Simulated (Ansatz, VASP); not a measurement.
**One calculation of P, two programs**

INCAR

```
ALGO = Normal
EDIFF = 1E-7
ENCUT = 520
GGA = PE
ISIF = 2
ISMEAR = -1
LASPH = True
LCHARG = False
LREAL = False
LWAVE = False
NBANDS = 12
NELM = 60
PREC = Accurate
SIGMA = 0.1
```

Contents of KPOINTS:

```
k-points
0
Gamma
  12 12 12
```

The input POSCAR:

```
P
1.0
    0.0000000000      2.6494133553      2.6494133553
    2.6494133553      0.0000000000      2.6494133553
    2.6494133553      2.6494133553      0.0000000000
P
2
Direct
   -0.1250000000     -0.1250000000     -0.1250000000
    0.1250000000      0.1250000000      0.1250000000
```

Input for Ansatz:

```yaml
crystal:
  lattice:
    - [0.0, 2.6494133553, 2.6494133553]
    - [2.6494133553, 0.0, 2.6494133553]
    - [2.6494133553, 2.6494133553, 0.0]
  atoms:
    - { symbol: P, position: [-0.125, -0.125, -0.125] }
    - { symbol: P, position: [0.125, 0.125, 0.125] }
kpoints:
  mp_grid: { grid: [12, 12, 12] }
scf:
  occupations: { method: fermi_dirac, width: 0.1 }
hamiltonian:
  xc: pbe
  pseudopotentials: { kind: paw }
output:
  forces: true
  stress: true
  eigenvalues: true
  populations: true
```

Change from the starting cell: volume scaled by 0.9, PAW files.

Alike in both runs: task single point; functional PBE; k mesh 12 × 12 × 12; occupations fermi-dirac, width 0.1 eV; no spin polarisation.

|  | VASP | Ansatz |
| --- | --- | --- |
| version | VASP 6.6.1 | Ansatz 0.2.0 |
| potentials or method | VASP PAW PBE potentials, release 64 (P) | PAW with Ansatz's default frozen-core files, scalar-relativistic |
| plane-wave cutoff (eV) | 520 | 420 |
| valence electrons in the cell | 10 | 10 |

Ansatz gave:

| Property | Result |
| --- | --- |
| pressure (GPa) | 5.6 |

Q: Estimate VASP's values.

A: Pressure (GPa): 5.4.
